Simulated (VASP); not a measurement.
Here is a VASP 6.6.1 calculation.

File INCAR:

```
SYSTEM = Be4Pd
PREC = Accurate
ENCUT = 520
EDIFF = 1E-6
ISMEAR = 0
SIGMA = 0.1
LREAL = .False.
LASPH = .True.
NELM = 100
ALGO = Fast
ISIF = 2
LWAVE = .False.
LCHARG = .False.
GGA = PE
NBANDS = 17
```

The input KPOINTS:

```
Automatic mesh
0
Gamma
  6 6 6
  0 0 0
```

Contents of POSCAR:

```
Be4Pd
1.0
    3.7369575507      0.0000000000      0.0000000000
    0.0000000000      3.7369575507      0.0000000000
    0.0000000000      0.0000000000      3.7369575507
Be Pd
4 1
Direct
    0.0000000000      0.5000000000      0.5000000000
    0.5000000000      0.0000000000      0.5000000000
    0.5000000000      0.5000000000      0.0000000000
    0.5000000000      0.5000000000      0.5000000000
    0.0000000000      0.0000000000      0.0000000000
```

Potentials or basis: VASP PAW PBE potentials, release 64 (Be, Pd).

The run is started by

```sh
$ cat potpaw_PBE.64/Be/POTCAR potpaw_PBE.64/Pd/POTCAR > POTCAR
$ mpirun -np 1 vasp_std > vasp.out
```

(1) What does it give for the band gap on the k mesh?

(2) Estimate the pressure.

## Answers

(1) zero (bands 9 and 10 overlap by 0.59 eV).

(2) 0.2 GPa.
